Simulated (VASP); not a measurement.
# K (Im-3m) in VASP: further runs, part 2 of 2

VASP 6.6.1. The steps go on from the part before.

## 4. Single point, LDA

This run uses another cell than the first one, of 80.09 Å³/atom, 1.063 times its volume.

Contents of INCAR:

```
PREC = Accurate
ENCUT = 520
EDIFF = 1E-6
ISMEAR = -1
SIGMA = 0.05
LREAL = F
LASPH = T
NELM = 80
ALGO = Fast
ISIF = 2
LWAVE = F
LCHARG = T
LELF = T
LVHAR = T
NBANDS = 10
```

Contents of KPOINTS:

```
Automatic mesh
0
Gamma
  7 7 7
```

Contents of POSCAR:

```
K
1.0
   -2.7154236633      2.7154236633      2.7154236633
    2.7154236633     -2.7154236633      2.7154236633
    2.7154236633      2.7154236633     -2.7154236633
K
1
Direct
    0.0000000000      0.0000000000      0.0000000000
```

Potentials or basis: VASP PAW LDA potentials, release 64 (K_sv).

Run with:

```
$ cat potpaw_LDA.64/K_sv/POTCAR > POTCAR
$ mpirun -np 1 vasp_std > vasp.out
```

OUTCAR:

```text
PREC = Accurate
   ENCUT = 520
   EDIFF = 1E-6
   ISMEAR = -1
   LREAL = F
   LASPH = T
   NELM = 80
   ISIF = 2

 ion  position               nearest neighbor table
   1  0.000  0.000  0.000-

  LATTYP: Found a body centered cubic cell.
 ALAT       =     5.4308473266

  Lattice vectors:

 A1 = (  -2.7154236633,   2.7154236633,   2.7154236633)
 A2 = (   2.7154236633,  -2.7154236633,   2.7154236633)
 A3 = (   2.7154236633,   2.7154236633,  -2.7154236633)

Analysis of symmetry for initial positions (statically):
=====================================================================
 Subroutine PRICEL returns:
 Original cell was already a primitive cell.

 Routine SETGRP: Setting up the symmetry group for a
 body centered cubic supercell.

 Subroutine GETGRP returns: Found 48 space group operations
 (whereof 48 operations were pure point group operations)
 out of a pool of 48 trial point group operations.

The static configuration has the point symmetry O_h .

Analysis of symmetry for dynamics (positions and initial velocities):
=====================================================================
 Subroutine PRICEL returns:
 Original cell was already a primitive cell.

 Routine SETGRP: Setting up the symmetry group for a
 body centered cubic supercell.

 Subroutine GETGRP returns: Found 48 space group operations
 (whereof 48 operations were pure point group operations)
 out of a pool of 48 trial point group operations.

The dynamic configuration has the point symmetry O_h .

 Subroutine INISYM returns: Found 48 space group operations
 (whereof 48 operations are pure point group operations),
 and found     1 'primitive' translations

----------------------------------------------------------------------------------------

                                     Primitive cell

  volume of cell :      80.0890

  direct lattice vectors                    reciprocal lattice vectors
    -2.715423663  2.715423663  2.715423663     0.000000000  0.184133329  0.184133329
     2.715423663 -2.715423663  2.715423663     0.184133329  0.000000000  0.184133329
     2.715423663  2.715423663 -2.715423663     0.184133329  0.184133329  0.000000000

  length of vectors
     4.703251749  4.703251749  4.703251749     0.260403852  0.260403852  0.260403852

  position of ions in fractional coordinates (direct lattice)
     0.000000000  0.000000000  0.000000000

  ion indices of the primitive-cell ions
   primitive index   ion index
                 1           1

----------------------------------------------------------------------------------------

 KPOINTS: Automatic mesh

Automatic generation of k-mesh.
 Grid dimensions read from file:
 generate k-points for:    7    7    7

 Generating k-lattice:

  Cartesian coordinates                     Fractional coordinates (reciprocal lattice)
     0.000000000  0.026304761  0.026304761     0.142857143  0.000000000  0.000000000
     0.026304761  0.000000000  0.026304761     0.000000000  0.142857143  0.000000000
     0.026304761  0.026304761  0.000000000     0.000000000  0.000000000  0.142857143

  Length of vectors
     0.037200550  0.037200550  0.037200550

  Shift w.r.t. Gamma in fractional coordinates (k-lattice)
     0.000000000  0.000000000  0.000000000

 Subroutine IBZKPT returns following result:
 ===========================================

 Found     20 irreducible k-points:

 Following reciprocal coordinates:
            Coordinates               Weight
  0.000000  0.000000  0.000000      1.000000
  0.142857  0.000000  0.000000     12.000000
  0.285714  0.000000  0.000000     12.000000
  0.428571  0.000000  0.000000     12.000000
  0.142857  0.142857  0.000000     24.000000
  0.285714  0.142857  0.000000     48.000000
[... 12 lines left out ...]
 -0.428571 -0.428571  0.285714      8.000000
 -0.428571  0.428571  0.428571      6.000000
   k-points           NKPTS =     20   k-points in BZ     NKDIM =     20   number of bands    NBANDS=     10
   number of dos      NEDOS =    301   number of ions     NIONS =      1
   total plane-waves  NPLWV =  46656
   dimension x,y,z NGX =    36 NGY =   36 NGZ =   36
   dimension x,y,z NGXF=    72 NGYF=   72 NGZF=   72
   ions per type =               1
   NGX,Y,Z   is equivalent  to a cutoff of  12.72, 12.72, 12.72 a.u.
   NGXF,Y,Z  is equivalent  to a cutoff of  25.45, 25.45, 25.45 a.u.
 SYSTEM =  unknown system
   PREC   = accura    normal or accurate (medium, high low for compatibility)
   ISTART =      0    job   : 0-new  1-cont  2-samecut
   ICHARG =      2    charge: 1-file 2-atom 10-const
   ISPIN  =      1    spin polarized calculation?
   LNONCOLLINEAR =      F non collinear calculations
   LSORBIT =      F    spin-orbit coupling
   LASPH  =      T    aspherical Exc in radial PAW
   ENCUT  =  520.0 eV  38.22 Ry    6.18 a.u.   8.74  8.74  8.74*2*pi/ulx,y,z
   NELM   =     80;   NELMIN=  2; NELMDL= -5     # of ELM steps
   EDIFF  = 0.1E-05   stopping-criterion for ELM
   LREAL  =      F    real-space projection
[... 7 lines left out ...]
   TEBEG  =    0.0;   TEEND  =   0.0 temperature during run
   PSTRESS=    0.0 pullay stress
   NELECT =       9.0000    total number of electrons
   NUPDOWN=      -1.0000    fix difference up-down
   EMIN   =  10.00;   EMAX   =-10.00  energy-range for DOS
   EFERMI =   0.00;   METHOD = LEGACY
   ISMEAR =    -1;   SIGMA  =   0.05  broadening in eV -4-tet -1-fermi 0-gaus
   EFERMI_NEDOS =   21; number of points for ismear=-14 and -15
   IALGO  =     68    algorithm
   IMIX   =      4    mixing-type and parameters
     AMIX     =   0.40;   BMIX     =  1.00
     AMIX_MAG =   1.60;   BMIX_MAG =  1.00
  volume/ion in A,a.u.               =      80.09       540.47
  Fermi-wavevector in a.u.,A,eV,Ry     =   0.790008  1.492898  8.491565  0.624112
  Thomas-Fermi vector in A             =   1.895263
   LORBIT       =      0    0 simple, 1 ext, 2 COOP (PROOUT), +10 PAW based schemes
   GGA     = CA    functional components
   LHFCALC =     F    Hartree Fock is set to
   AEXX    =    0.0000 exact exchange contribution
   IVDW    =     0    specifies the selected vdW correction
   LEPSILON=     F    determine dielectric tensor
   LRPA    =     F    only Hartree local field effects (RPA)
 non-spin polarized calculation
 RMM-DIIS sequential band-by-band and
  energy-cutoff  :      520.00
  volume of cell :       80.09
 maximum number of plane-waves:      2173
   NGX = 17   NGY = 17   NGZ = 17

 number of electron       8.9999998 magnetization

 Free energy of the ion-electron system (eV)
  ---------------------------------------------------
  ext. energy  EPLUGINS =         0.00000000
  ---------------------------------------------------
  free energy    TOTEN  =        -1.13086236 eV

  energy without entropy =       -1.12362609  energy(sigma->0) =       -1.12724422

 E-fermi :  -0.4824     XC(G=0):  -5.6550

 val. band max:       -0.5458984449   @ k =  -0.2857   0.4286   0.1429
 cond. band min:      -0.3557243233   @ k =  -0.4286   0.4286   0.1429
 fundamental gap:      0.1901741216
 Fermi energy:        -0.4824435433

 k-point     1 :       0.0000    0.0000    0.0000
  band No.  band energies     occupation
      1     -32.3599      2.00000
      2     -16.0443      2.00000
      3     -16.0443      2.00000
      4     -16.0443      2.00000
      5      -2.5221      2.00000
      6       3.5958      0.00000
      7       3.5958      0.00000
      8       3.5958      0.00000
      9       4.4758      0.00000
     10       4.4759      0.00000

 k-point     2 :       0.1429    0.0000    0.0000
  band No.  band energies     occupation
      1     -32.3594      2.00000
      2     -16.0541      2.00000
      3     -16.0476      2.00000
      4     -16.0442      2.00000
      5      -2.2853      2.00000
      6       3.1951      0.00000
      7       3.3338      0.00000
      8       3.7761      0.00000
      9       4.2490      0.00000
     10       4.4366      0.00000
[... 222 lines left out ...]
 k-point    20 :      -0.4286    0.4286    0.4286
  band No.  band energies     occupation
      1     -32.3549      2.00000
      2     -16.0818      2.00000
      3     -16.0803      2.00000
      4     -16.0803      2.00000
      5       0.9030      0.00000
      6       1.3339      0.00000
      7       2.7392      0.00000
      8       2.7529      0.00000
      9       2.7529      0.00000
     10       4.8784      0.00000

------------------------ aborting loop because EDIFF is reached ----------------------------------------

  FORCE on cell =-STRESS in cart. coord.  units (eV):
  Direction    XX          YY          ZZ          XY          YZ          ZX
  --------------------------------------------------------------------------------------
  -------------------------------------------------------------------------------------
  Total       -0.3313633     -0.3313633     -0.3313633      0.0000000     -0.0000000      0.0000000
  in kB       -6.6289120     -6.6289120     -6.6289120      0.0000000     -0.0000000      0.0000000
  external PRESSURE =      -6.6289120 kB  Pullay stress =       0.0000000 kB

 VOLUME and BASIS-vectors are now :
 -----------------------------------------------------------------------------
  energy-cutoff  :      520.00
  volume of cell :       80.09
      direct lattice vectors                 reciprocal lattice vectors
    -2.715423663  2.715423663  2.715423663     0.000000000  0.184133329  0.184133329
     2.715423663 -2.715423663  2.715423663     0.184133329  0.000000000  0.184133329
     2.715423663  2.715423663 -2.715423663     0.184133329  0.184133329  0.000000000

 POSITION                                       TOTAL-FORCE (eV/Angst)
 -----------------------------------------------------------------------------------
      0.00000      0.00000      0.00000         0.000000     -0.000000      0.000000
 -----------------------------------------------------------------------------------
    total drift:                               -0.000000     -0.000000      0.000000

  FREE ENERGIE OF THE ION-ELECTRON SYSTEM (eV)
  ---------------------------------------------------
  free  energy   TOTEN  =        -1.1308623561 eV

  energy  without entropy=       -1.1236260925  energy(sigma->0) =       -1.12724422
```

Run time: 38 s. Hardware: 1 thread of AMD EPYC 7R13, shared host; peak memory 0.14 GiB.

What came out:

* Free energy: -1.1309 eV
* Pressure: -0.7 GPa

Levels at points of the mesh, in eV from the Fermi level:
| k point | band 3 | band 4 | band 5 | band 6 | band 7 | band 8 |
| --- | --- | --- | --- | --- | --- | --- |
| (0.00, 0.00, 0.00) | -15.56 | -15.56 | -2.04 | 4.08 | 4.08 | 4.08 |

## 5. Single point, LDA

This run uses another cell than the first one, of 81.66 Å³/atom, 1.083 times its volume.

Contents of INCAR:

```
  PREC = Accurate
  ENCUT = 520
  EDIFF = 1E-6
  ISMEAR = -1
  SIGMA = 0.05
  LREAL = False
  LASPH = True
  NELM = 100
  ALGO = Fast
  ISIF = 2
  LWAVE = False
  LCHARG = False
  NBANDS = 10
```

KPOINTS is that of step 4.

Contents of POSCAR:

```
K
1.0
   -2.7330567785      2.7330567785      2.7330567785
    2.7330567785     -2.7330567785      2.7330567785
    2.7330567785      2.7330567785     -2.7330567785
K
1
Direct
    0.0000000000      0.0000000000      0.0000000000
```

Run with:

```
$ cat potpaw_LDA.64/K_sv/POTCAR > POTCAR
$ mpirun -np 1 vasp_std > vasp.out
```

Wall time 35 s (1 thread of AMD EPYC 7R13, shared host); peak memory 0.13 GiB.

The run converged. Its results:

* Free energy: -1.1243 eV
* Pressure: -0.7 GPa

Levels at points of the mesh, in eV from the Fermi level:
| k point | band 1 | band 2 | band 3 | band 4 | band 5 | band 6 | band 7 | band 8 | band 9 | band 10 |
| --- | --- | --- | --- | --- | --- | --- | --- | --- | --- | --- |
| (0.00, 0.00, 0.00) | -31.89 | -15.58 | -15.58 | -15.58 | -2.01 | 4.06 | 4.06 | 4.06 | 4.93 | 4.93 |

## 6. Single point, r2SCAN

This run uses another cell than the first one, of 73.81 Å³/atom, 0.979 times its volume.

Contents of POSCAR:

```
K
1.0
   -2.6424908504      2.6424908504      2.6424908504
    2.6424908504     -2.6424908504      2.6424908504
    2.6424908504      2.6424908504     -2.6424908504
K
1
Direct
    0.0000000000      0.0000000000      0.0000000000
```

Contents of INCAR.step1:

```
  PREC = Accurate
  ENCUT = 520
  ISMEAR = -1
  SIGMA = 0.05
  LREAL = F
  LASPH = T
  NELM = 100
  NBANDS = 10
  GGA = PE
  ALGO = Normal
  EDIFF = 1E-4
  LWAVE = T
  LCHARG = F
```

Contents of INCAR.step2:

```
  PREC = Accurate
  ENCUT = 520
  EDIFF = 1E-6
  ISMEAR = -1
  SIGMA = 0.05
  LREAL = F
  LASPH = T
  NELM = 100
  ALGO = Normal
  ISIF = 2
  LWAVE = F
  LCHARG = T
  METAGGA = R2SCAN
  LMIXTAU = T
  LELF = T
  LVHAR = T
  NBANDS = 10
  ISTART = 1
```

KPOINTS is that of step 5.

Potentials or basis: VASP PAW PBE potentials, release 64 (K_sv).

Run with:

```
$ cat potpaw_PBE.64/K_sv/POTCAR > POTCAR
$ cp INCAR.step1 INCAR
$ mpirun -np 1 vasp_std > vasp.out
$ cp INCAR.step2 INCAR
$ mpirun -np 1 vasp_std > vasp.out
```

Run time: 2.7 min. Hardware: 1 thread of AMD EPYC 7R13, shared host; peak memory 0.18 GiB.

The run converged. Its results:

* Free energy: -6.0157 eV
* Pressure: 0.1 GPa

Levels at points of the mesh, in eV from the Fermi level:
| k point | band 3 | band 4 | band 5 | band 6 | band 7 | band 8 |
| --- | --- | --- | --- | --- | --- | --- |
| (0.00, 0.00, 0.00) | -16.31 | -16.31 | -2.28 | 4.77 | 4.77 | 4.77 |

Caveat: the PAW data sets were made with another functional, which shifts forces and pressure a little.

## 7. The runs side by side

| level | potentials or basis | cell | gap on the mesh (eV) | pressure (GPa) |
| --- | --- | --- | --- | --- |
| LDA | VASP PAW LDA potentials, release 64 (K_sv) | a = 4.609 Å, angles 109.5°, 1 atom | none | -0.5 |
| LDA | VASP PAW LDA potentials, release 64 (K_sv) | a = 4.641 Å, angles 109.5°, 1 atom | none | -0.6 |
| LDA | VASP PAW LDA potentials, release 64 (K_sv) | a = 4.703 Å, angles 109.5°, 1 atom | none | -0.7 |
| LDA | VASP PAW LDA potentials, release 64 (K_sv) | a = 4.734 Å, angles 109.5°, 1 atom | none | -0.7 |
| r2SCAN | VASP PAW PBE potentials, release 64 (K_sv) | a = 4.577 Å, angles 109.5°, 1 atom | none | 0.1 |

Alike in all rows: task single point; no spin polarisation; k mesh 7 × 7 × 7; cutoff (eV) 520; smearing fermi-dirac 0.05 eV.

Caveats: the PAW data sets were made with another functional, which shifts forces and pressure a little (some runs).

Total energies depend on the potentials used, so only differences within one code and one set of settings carry meaning.
